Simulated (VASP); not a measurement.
A run of VASP 6.6.1 is set up as follows.

The input INCAR:

```
PREC = Accurate
ENCUT = 520
EDIFF = 1E-7
ISMEAR = 0
SIGMA = 0.1
LREAL = False
LASPH = True
NELM = 100
ALGO = Fast
ISIF = 2
LWAVE = False
LCHARG = False
GGA = PE
NBANDS = 28
```

Contents of KPOINTS:

```
regular mesh
0
Gamma
  6 8 6
```

POSCAR

```
Ba
1.0
    6.8933688137      0.0000000000      0.0000000000
    0.0000000000      4.8509296752      0.0000000000
    0.0000000000      0.0000000000      7.1643062585
Ba
4
Direct
    0.5000000000      0.7500064105      0.2500000000
    0.5000000000      0.2499935895      0.7500000000
    0.0000000000      0.2500064105      0.2500000000
    0.0000000000      0.7499935895      0.7500000000
```

Potentials or basis: VASP PAW PBE potentials, release 64 (Ba_sv).

The run is started by

```console
$ cat potpaw_PBE.64/Ba_sv/POTCAR > POTCAR
$ mpirun -np 1 vasp_std > vasp.out
```

Problem. Estimate the band gap on the k mesh.

Solution. Zero (bands 20 and 21 overlap by 1.07 eV).

Problem. Predict the pressure.

Solution. 0.6 GPa.

Stress tensor (GPa, compression positive):
```
0.99 0.00 0.00
0.00 0.70 0.00
0.00 0.00 0.06
```

Caveat: the cell differs from its parent crystal (biaxial strain in the a-b plane: -3.0 %, then relaxed in part); spin-orbit coupling is left out, which moves the levels of the heavy elements.
